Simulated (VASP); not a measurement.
# Si2Ni (Fm-3m) in VASP: a series of runs

Si2Ni is run at these levels: PBE; tasks: single point.

Program: VASP 6.6.1. These are calculated values, not measurements. Logs are shortened: lines on timing, memory, paths and dates and some standing lists are left out, and cuts for length are marked.

## 1. The cell of the first run

The structure is cubic, space group Fm-3m (No. 225). The conventional cell has a = 5.447 Å, b = 5.447 Å, c = 5.447 Å, α = 90.00°, β = 90.00°, γ = 90.00°. Within 3.1 Å of Si (site symmetry -43m) lie 4 Ni at 2.36 Å and 6 Si at 2.72 Å. Within 3.1 Å of Ni (site symmetry m-3m) lie 8 Si at 2.36 Å.

## 2. Single point, PBE

File INCAR:

```
ALGO = Normal ; EDIFF = 1E-6
ENCUT = 520 ; GGA = PE
ISIF = 2 ; ISMEAR = 0
LASPH = T ; LCHARG = F
LREAL = F ; LWAVE = F
NBANDS = 16 ; NELM = 100
PREC = Accurate ; SIGMA = 0.15
```

File KPOINTS:

```
k-points
0
Gamma
  10 10 10
```

File POSCAR:

```
Si2Ni
1.0
    0.0000000000      2.7234128963      2.7234128963
    2.7234128963      0.0000000000      2.7234128963
    2.7234128963      2.7234128963      0.0000000000
Si Ni
2 1
Direct
    0.2500000000      0.2500000000      0.2500000000
    0.7500000000      0.7500000000      0.7500000000
    0.0000000000      0.0000000000      0.0000000000
```

Potentials or basis: VASP PAW PBE potentials, release 64 (Si, Ni).

Launch:

```bash
cat potpaw_PBE.64/Si/POTCAR potpaw_PBE.64/Ni/POTCAR > POTCAR
mpirun -np 1 vasp_std > vasp.out
```

OUTCAR:

```text
EDIFF = 1E-6
   ENCUT = 520
   GGA = PE
   ISIF = 2
   ISMEAR = 0
   LASPH = T
   LREAL = F
   NELM = 100
   PREC = Accurate

 ion  position               nearest neighbor table
   1  0.250  0.250  0.250-   3 2.36   3 2.36   3 2.36   3 2.36   2 2.72   2 2.72   2 2.72   2 2.72
                             2 2.72   2 2.72
   2  0.750  0.750  0.750-   3 2.36   3 2.36   3 2.36   3 2.36   1 2.72   1 2.72   1 2.72   1 2.72
                             1 2.72   1 2.72
   3  0.000  0.000  0.000-   2 2.36   2 2.36   2 2.36   1 2.36   1 2.36   1 2.36   2 2.36   1 2.36

  LATTYP: Found a face centered cubic cell.
 ALAT       =     5.4468257926

  Lattice vectors:

 A1 = (   0.0000000000,   2.7234128963,   2.7234128963)
 A2 = (   2.7234128963,   0.0000000000,   2.7234128963)
 A3 = (   2.7234128963,   2.7234128963,   0.0000000000)

Analysis of symmetry for initial positions (statically):
=====================================================================
 Subroutine PRICEL returns:
 Original cell was already a primitive cell.

 Routine SETGRP: Setting up the symmetry group for a
 face centered cubic supercell.

 Subroutine GETGRP returns: Found 48 space group operations
 (whereof 48 operations were pure point group operations)
 out of a pool of 48 trial point group operations.

The static configuration has the point symmetry O_h .

Analysis of symmetry for dynamics (positions and initial velocities):
=====================================================================
 Subroutine PRICEL returns:
 Original cell was already a primitive cell.

 Routine SETGRP: Setting up the symmetry group for a
 face centered cubic supercell.

 Subroutine GETGRP returns: Found 48 space group operations
 (whereof 48 operations were pure point group operations)
 out of a pool of 48 trial point group operations.

The dynamic configuration has the point symmetry O_h .

 Subroutine INISYM returns: Found 48 space group operations
 (whereof 48 operations are pure point group operations),
 and found     1 'primitive' translations

----------------------------------------------------------------------------------------

                                     Primitive cell

  volume of cell :      40.3990

  direct lattice vectors                    reciprocal lattice vectors
     0.000000000  2.723412896  2.723412896    -0.183593167  0.183593167  0.183593167
     2.723412896  0.000000000  2.723412896     0.183593167 -0.183593167  0.183593167
     2.723412896  2.723412896  0.000000000     0.183593167  0.183593167 -0.183593167

  length of vectors
     3.851487454  3.851487454  3.851487454     0.317992694  0.317992694  0.317992694

  position of ions in fractional coordinates (direct lattice)
     0.250000000  0.250000000  0.250000000
     0.750000000  0.750000000  0.750000000
     0.000000000  0.000000000  0.000000000

  ion indices of the primitive-cell ions
   primitive index   ion index
                 1           1
                 2           2
                 3           3

----------------------------------------------------------------------------------------

 KPOINTS: k-points

Automatic generation of k-mesh.
 Grid dimensions read from file:
 generate k-points for:   10   10   10

 Generating k-lattice:

  Cartesian coordinates                     Fractional coordinates (reciprocal lattice)
    -0.018359317  0.018359317  0.018359317     0.100000000  0.000000000  0.000000000
     0.018359317 -0.018359317  0.018359317     0.000000000  0.100000000  0.000000000
     0.018359317  0.018359317 -0.018359317     0.000000000  0.000000000  0.100000000

  Length of vectors
     0.031799269  0.031799269  0.031799269

  Shift w.r.t. Gamma in fractional coordinates (k-lattice)
     0.000000000  0.000000000  0.000000000

 Subroutine IBZKPT returns following result:
 ===========================================

 Found     47 irreducible k-points:

 Following reciprocal coordinates:
            Coordinates               Weight
  0.000000  0.000000  0.000000      1.000000
  0.100000  0.000000  0.000000      8.000000
  0.200000  0.000000  0.000000      8.000000
  0.300000  0.000000  0.000000      8.000000
  0.400000  0.000000  0.000000      8.000000
  0.500000  0.000000  0.000000      4.000000
[... 16 lines left out ...]
  0.300000  0.300000  0.000000      6.000000
  0.400000  0.300000  0.000000     24.000000
 [... further k-points ...]
   k-points           NKPTS =     47   k-points in BZ     NKDIM =     47   number of bands    NBANDS=     16
   number of dos      NEDOS =    301   number of ions     NIONS =      3
   total plane-waves  NPLWV =  27000
   dimension x,y,z NGX =    30 NGY =   30 NGZ =   30
   dimension x,y,z NGXF=    60 NGYF=   60 NGZF=   60
   ions per type =               2   1
   NGX,Y,Z   is equivalent  to a cutoff of  12.95, 12.95, 12.95 a.u.
   NGXF,Y,Z  is equivalent  to a cutoff of  25.90, 25.90, 25.90 a.u.
 SYSTEM =  unknown system
   PREC   = accura    normal or accurate (medium, high low for compatibility)
   ISTART =      0    job   : 0-new  1-cont  2-samecut
   ICHARG =      2    charge: 1-file 2-atom 10-const
   ISPIN  =      1    spin polarized calculation?
   LNONCOLLINEAR =      F non collinear calculations
   LSORBIT =      F    spin-orbit coupling
   LASPH  =      T    aspherical Exc in radial PAW
   ENCUT  =  520.0 eV  38.22 Ry    6.18 a.u.   7.16  7.16  7.16*2*pi/ulx,y,z
   NELM   =    100;   NELMIN=  2; NELMDL= -5     # of ELM steps
   EDIFF  = 0.1E-05   stopping-criterion for ELM
   LREAL  =      F    real-space projection
[... 7 lines left out ...]
   TEBEG  =    0.0;   TEEND  =   0.0 temperature during run
   PSTRESS=    0.0 pullay stress
   NELECT =      18.0000    total number of electrons
   NUPDOWN=      -1.0000    fix difference up-down
   EMIN   =  10.00;   EMAX   =-10.00  energy-range for DOS
   EFERMI =   0.00;   METHOD = LEGACY
   ISMEAR =     0;   SIGMA  =   0.15  broadening in eV -4-tet -1-fermi 0-gaus
   EFERMI_NEDOS =   21; number of points for ismear=-14 and -15
   IALGO  =     38    algorithm
   IMIX   =      4    mixing-type and parameters
     AMIX     =   0.40;   BMIX     =  1.00
     AMIX_MAG =   1.60;   BMIX_MAG =  1.00
  volume/ion in A,a.u.               =      13.47        90.88
  Fermi-wavevector in a.u.,A,eV,Ry     =   1.250380  2.362876 21.272046  1.563451
  Thomas-Fermi vector in A             =   2.384377
   LORBIT       =      0    0 simple, 1 ext, 2 COOP (PROOUT), +10 PAW based schemes
   GGA     = PE    functional components
   LHFCALC =     F    Hartree Fock is set to
   AEXX    =    0.0000 exact exchange contribution
   IVDW    =     0    specifies the selected vdW correction
   LEPSILON=     F    determine dielectric tensor
   LRPA    =     F    only Hartree local field effects (RPA)
 non-spin polarized calculation
 Gauss-broadening in eV      SIGMA  =   0.15
  energy-cutoff  :      520.00
  volume of cell :       40.40
 maximum number of plane-waves:      1106
 NGX is ok and might be reduce to    30
   NGX = 15   NGY = 15   NGZ = 15

 number of electron      17.9999991 magnetization

 Free energy of the ion-electron system (eV)
  ---------------------------------------------------
  ext. energy  EPLUGINS =         0.00000000
  ---------------------------------------------------
  free energy    TOTEN  =       -17.37489730 eV

  energy without entropy =      -17.36374628  energy(sigma->0) =      -17.36932179

 E-fermi :  10.0692     XC(G=0): -11.4834

 val. band max:       10.0346893707   @ k =   0.3000   0.2000   0.0000
 cond. band min:      10.0757030292   @ k =   0.2000   0.1000   0.0000
 fundamental gap:      0.0410136585
 Fermi energy:        10.0691574804

 k-point     1 :       0.0000    0.0000    0.0000
  band No.  band energies     occupation
      1      -3.5161      2.00000
      2       5.0611      2.00000
      3       5.0611      2.00000
      4       5.0611      2.00000
      5       6.7263      2.00000
      6       6.7263      2.00000
[... 8 lines left out ...]
     15      14.7999      0.00000
     16      14.7999      0.00000

 k-point     2 :       0.1000    0.0000    0.0000
  band No.  band energies     occupation
      1      -3.3704      2.00000
      2       4.7510      2.00000
      3       5.1072      2.00000
      4       5.1072      2.00000
      5       6.7001      2.00000
      6       6.7001      2.00000
[... 8 lines left out ...]
     15      14.3776      0.00000
     16      14.5840      0.00000

 k-point     3 :       0.2000    0.0000    0.0000
  band No.  band energies     occupation
      1      -2.9369      2.00000
      2       3.9113      2.00000
      3       5.2280      2.00000
      4       5.2280      2.00000
      5       6.6541      2.00000
      6       6.6541      2.00000
[... 8 lines left out ...]
     15      14.9096      0.00000
     16      15.5050      0.00000

 k-point     4 :       0.3000    0.0000    0.0000
  band No.  band energies     occupation
      1      -2.2273      2.00000
      2       2.7048      2.00000
      3       5.3679      2.00000
      4       5.3679      2.00000
      5       6.6701      2.00000
      6       6.6701      2.00000
[... 8 lines left out ...]
     15      16.3210      0.00000
     16      16.9525      0.00000
[... 324 lines left out ...]
 k-point    22 :      -0.2000    0.2000    0.0000
  band No.  band energies     occupation
      1      -1.9921      2.00000
      2       2.9272      2.00000
      3       4.7201      2.00000
      4       5.6602      2.00000
      5       6.2906      2.00000
      6       6.8695      2.00000
[... 8 lines left out ...]
     15      16.1804      0.00000
     16      18.9926      0.00000

 k-point    23 :       0.3000    0.3000    0.0000
  band No.  band energies     occupation
      1      -1.8044      2.00000
      2       3.4901      2.00000
      3       5.1485      2.00000
      4       5.2874      2.00000
      5       5.2874      2.00000
      6       6.9759      2.00000
[... 8 lines left out ...]
     15      17.5111      0.00000
     16      19.2450      0.00000

 k-point    24 :       0.4000    0.3000    0.0000
  band No.  band energies     occupation
      1      -1.1256      2.00000
      2       2.9798      2.00000
      3       4.3924      2.00000
      4       5.3751      2.00000
      5       5.4160      2.00000
      6       6.9034      2.00000
[... 8 lines left out ...]
     15      18.9612      0.00000
     16      20.7198      0.00000

 [... further k-points ...]
[... 5 lines left out ...]
  --------------------------------------------------------------------------------------
  -------------------------------------------------------------------------------------
  Total       -0.0733726     -0.0733726     -0.0733726      0.0000000      0.0000000     -0.0000000
  in kB       -2.9098714     -2.9098714     -2.9098714      0.0000000      0.0000000     -0.0000000
  external PRESSURE =      -2.9098714 kB  Pullay stress =       0.0000000 kB

 VOLUME and BASIS-vectors are now :
 -----------------------------------------------------------------------------
  energy-cutoff  :      520.00
  volume of cell :       40.40
      direct lattice vectors                 reciprocal lattice vectors
     0.000000000  2.723412896  2.723412896    -0.183593167  0.183593167  0.183593167
     2.723412896  0.000000000  2.723412896     0.183593167 -0.183593167  0.183593167
     2.723412896  2.723412896  0.000000000     0.183593167  0.183593167 -0.183593167

 POSITION                                       TOTAL-FORCE (eV/Angst)
 -----------------------------------------------------------------------------------
      1.36171      1.36171      1.36171        -0.000000     -0.000000     -0.000000
      4.08512      4.08512      4.08512         0.000000      0.000000      0.000000
      0.00000      0.00000      0.00000         0.000000      0.000000      0.000000
 -----------------------------------------------------------------------------------
    total drift:                                0.000000     -0.000000     -0.000000

  FREE ENERGIE OF THE ION-ELECTRON SYSTEM (eV)
  ---------------------------------------------------
  free  energy   TOTEN  =       -17.3748972971 eV

  energy  without entropy=      -17.3637462793  energy(sigma->0) =      -17.36932179
```

Wall time 30 s (1 thread of Intel Xeon Platinum 8259CL at 2.50GHz (Skylake/Cascade Lake), shared host); peak memory 0.18 GiB.

Results:

```
Free energy            : -17.3749 eV
Pressure               : -0.3 GPa
Band gap on the k mesh : zero (band 9 reaches 11.79 eV, above the bottom of band 10 at 9.64 eV)
```

Levels at points of the mesh, in eV from the Fermi level:
| k point | band 5 | band 6 | band 7 | band 8 | band 9 | band 10 | band 11 | band 12 | band 13 | band 14 |
| --- | --- | --- | --- | --- | --- | --- | --- | --- | --- | --- |
| (0.00, 0.00, 0.00) | -3.34 | -3.34 | -0.42 | 1.72 | 1.72 | 1.72 | 2.37 | 2.37 | 2.37 | 4.73 |
| (0.50, 0.00, 0.00) | -3.56 | -3.17 | -3.17 | -1.33 | -1.33 | 1.81 | 1.84 | 1.84 | 2.53 | 9.20 |
| (0.50, 0.50, 0.00) | -4.36 | -3.44 | -3.44 | -3.27 | -2.96 | -0.41 | 1.51 | 7.80 | 8.18 | 8.18 |

Spin polarisation is off, so any magnetic state and its effect on volume and gap are missing.

## 3. Single point, PBE, collinear spin, ferromagnetic start

This run uses another cell than the first one, of 13.09 Å³/atom, 0.972 times its volume.

File INCAR:

```
SYSTEM = Si2Ni
PREC = Accurate
ENCUT = 520
EDIFF = 1E-6
ISMEAR = 0
SIGMA = 0.1
LREAL = .FALSE.
LASPH = .TRUE.
NELM = 150
ALGO = Normal
ISIF = 2
LWAVE = .FALSE.
LCHARG = .FALSE.
ISPIN = 2
MAGMOM = 0 0 2
LORBIT = 11
LMAXMIX = 4
GGA = PE
NBANDS = 20
```

File KPOINTS:

```
regular mesh
0
G
  6 6 6
  0 0 0
```

File POSCAR:

```
Si2Ni
1.0
    0.0000000000      2.6975000000      2.6975000000
    2.6975000000      0.0000000000      2.6975000000
    2.6975000000      2.6975000000      0.0000000000
Si Ni
2 1
Direct
    0.2500000000      0.2500000000      0.2500000000
    0.7500000000      0.7500000000      0.7500000000
    0.0000000000      0.0000000000      0.0000000000
```

Potentials or basis: VASP PAW PBE potentials, release 64 (Si, Ni).

Launch:

```bash
cat potpaw_PBE.64/Si/POTCAR potpaw_PBE.64/Ni/POTCAR > POTCAR
mpirun -np 1 vasp_std > vasp.out
```

OUTCAR:

```text
SYSTEM = Si2Ni
   PREC = Accurate
   ENCUT = 520
   EDIFF = 1E-6
   ISMEAR = 0
   LREAL = .FALSE.
   LASPH = .TRUE.
   NELM = 150
   ISIF = 2
   ISPIN = 2
   LORBIT = 11
   GGA = PE

 ion  position               nearest neighbor table
   1  0.250  0.250  0.250-   3 2.34   3 2.34   3 2.34   3 2.34   2 2.70   2 2.70   2 2.70   2 2.70
                             2 2.70   2 2.70
   2  0.750  0.750  0.750-   3 2.34   3 2.34   3 2.34   3 2.34   1 2.70   1 2.70   1 2.70   1 2.70
                             1 2.70   1 2.70
   3  0.000  0.000  0.000-   2 2.34   2 2.34   2 2.34   1 2.34   2 2.34   1 2.34   1 2.34   1 2.34

[... 952 lines left out ...]
  energy-cutoff  :      520.00
  volume of cell :       39.26
      direct lattice vectors                 reciprocal lattice vectors
     0.000000000  2.697500000  2.697500000    -0.185356812  0.185356812  0.185356812
     2.697500000  0.000000000  2.697500000     0.185356812 -0.185356812  0.185356812
     2.697500000  2.697500000  0.000000000     0.185356812  0.185356812 -0.185356812

 POSITION                                       TOTAL-FORCE (eV/Angst)
 -----------------------------------------------------------------------------------
      1.34875      1.34875      1.34875        -0.000000     -0.000000     -0.000000
      4.04625      4.04625      4.04625         0.000000      0.000000      0.000000
      0.00000      0.00000      0.00000         0.000000     -0.000000     -0.000000
 -----------------------------------------------------------------------------------
    total drift:                               -0.000000     -0.000000      0.000000

  FREE ENERGIE OF THE ION-ELECTRON SYSTEM (eV)
  ---------------------------------------------------
  free  energy   TOTEN  =       -17.3537728567 eV

  energy  without entropy=      -17.3471254426  energy(sigma->0) =      -17.35044915

 total charge

# of ion       s       p       d       tot
------------------------------------------
    1        0.745   0.846   0.000   1.591
    2        0.745   0.846   0.000   1.591
    3        0.562   0.800   8.461   9.824
--------------------------------------------------
tot          2.053   2.492   8.461  13.006

 magnetization (x)

# of ion       s       p       d       tot
------------------------------------------
    1       -0.000  -0.000   0.000  -0.000
    2       -0.000  -0.000   0.000  -0.000
    3       -0.000  -0.000   0.000  -0.000
--------------------------------------------------
tot         -0.000  -0.000   0.000  -0.000
```

stdout:

```text
POSCAR found type information on POSCAR SiNi
 POSCAR found :  2 types and       3 ions
 scaLAPACK will be used
 LDA part: xc-table for (Slater+PW92), standard interpolation
 POSCAR, INCAR and KPOINTS ok, starting setup
 FFT: planning ... GRIDC
 FFT: planning ... GRID_SOFT
 FFT: planning ... GRID
 WAVECAR not read
 entering main loop
```

It took 24 s on 1 thread of Intel Xeon Platinum 8259CL at 2.50GHz (Skylake/Cascade Lake), shared host; peak memory 0.17 GiB.

Results:

- Free energy: -17.3538 eV
- Pressure: 4.8 GPa
- Band gap on the k mesh: zero (filled and empty bands overlap)
- Net moment: 0.00 μB per cell
- Valence electrons inside the program's atomic spheres: Si 1.59; Ni 9.82

Levels at points of the mesh, in eV from the Fermi level:
Spin up:
```
           k point  band 5  band 6  band 7  band 8  band 9  band 10  band 11  band 12  band 13  band 14
(0.00, 0.00, 0.00)   -3.59   -3.59   -0.31    1.66    1.66     1.66     2.21     2.21     2.21     4.68
(0.50, 0.00, 0.00)   -3.78   -3.40   -3.40   -1.52   -1.52     1.74     1.76     1.76     2.59     9.16
(0.50, 0.50, 0.00)   -4.62   -3.67   -3.67   -3.51   -3.17    -0.45     1.35     7.67     8.30     8.30
```
Spin down:
```csv
k point,band 5,band 6,band 7,band 8,band 9,band 10,band 11,band 12,band 13,band 14
"(0.00, 0.00, 0.00)",-3.59,-3.59,-0.31,1.66,1.66,1.66,2.21,2.21,2.21,4.68
"(0.50, 0.00, 0.00)",-3.78,-3.40,-3.40,-1.52,-1.52,1.74,1.76,1.76,2.59,9.16
"(0.50, 0.50, 0.00)",-4.62,-3.67,-3.67,-3.51,-3.17,-0.45,1.35,7.67,8.30,8.30
```

Caveat: the starting moments collapsed, and a magnetic state may lie lower.

## 4. Single point, PBE

File INCAR:

```
SYSTEM = Si2Ni
PREC     = Accurate       ! precision mode
ENCUT    = 520            ! plane-wave cutoff, eV
EDIFF    = 1E-6           ! SCF threshold, eV
ISMEAR   = 0              ! smearing method
SIGMA    = 0.1            ! smearing width, eV
LREAL    = .False.        ! projectors in reciprocal space
LASPH    = .True.         ! aspherical terms in the spheres
NELM     = 60             ! most SCF steps
ALGO     = Normal         ! electronic algorithm
ISIF     = 2              ! what is computed and relaxed
LWAVE    = .False.        ! write WAVECAR
LCHARG   = .False.        ! write CHGCAR
GGA      = PE             ! functional
NBANDS   = 16             ! bands
```

File KPOINTS:

```
Automatic mesh
0
Gamma
  14 14 14
  0 0 0
```

File POSCAR:

```
Si2Ni
1.0
    0.0000000000      2.7234128963      2.7234128963
    2.7234128963      0.0000000000      2.7234128963
    2.7234128963      2.7234128963      0.0000000000
Si Ni
2 1
Direct
    0.2500000000      0.2500000000      0.2500000000
    0.7500000000      0.7500000000      0.7500000000
    0.0000000000      0.0000000000      0.0000000000
```

Launch:

```bash
cat potpaw_PBE.64/Si/POTCAR potpaw_PBE.64/Ni/POTCAR > POTCAR
mpirun -np 1 vasp_std > vasp.out
```

Wall time 64 s (1 thread of Intel Xeon Platinum 8259CL at 2.50GHz (Skylake/Cascade Lake), shared host); peak memory 0.21 GiB.

Results (log left out):

```
Free energy            : -17.3723 eV
Pressure               : -0.1 GPa
Band gap on the k mesh : zero (band 9 reaches 11.80 eV, above the bottom of band 10 at 9.65 eV)
```

Levels at points of the mesh, in eV from the Fermi level:
| k point | band 6 | band 7 | band 8 | band 9 | band 10 | band 11 | band 12 | band 13 |
| --- | --- | --- | --- | --- | --- | --- | --- | --- |
| (0.00, 0.00, 0.00) | -3.40 | -0.49 | 1.66 | 1.66 | 1.66 | 2.31 | 2.31 | 2.31 |
| (0.50, 0.00, 0.00) | -3.22 | -3.22 | -1.40 | -1.40 | 1.74 | 1.78 | 1.78 | 2.47 |
| (0.50, 0.50, 0.00) | -3.49 | -3.49 | -3.33 | -3.01 | -0.46 | 1.45 | 7.73 | 8.11 |
